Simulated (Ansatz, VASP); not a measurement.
# One calculation of Pd, two programs

```
Pd
1.0
     0.00000    2.45068    2.45068
     2.45068    0.00000    2.45068
     2.45068    2.45068    0.00000
Pd
2
Direct
  0.87500 0.87500 0.87500
  0.12500 0.12500 0.12500
```

Change from the starting cell: volume scaled by 0.6, LAPW.

Alike in both runs: task single point; functional PBE; k mesh 12 × 12 × 12; occupations fermi-dirac, width 0.08 eV; no spin polarisation.

|  | VASP | Ansatz |
| --- | --- | --- |
| version | VASP 6.6.1 | Ansatz 0.2.0 |
| potentials or method | VASP PAW PBE potentials, release 64 (Pd), cutoff 520 eV | all-electron LAPW, scalar-relativistic |

```tsv
	VASP	Ansatz	Ansatz less VASP
pressure (GPa)	121.8	131.0	+9.18
```

Both programs put the cell under a high pressure, so it lies far from rest at this level. Ansatz ran all-electron here, and VASP with PAW potentials.

Noted on VASP's run: the cell as given lies far from equilibrium.
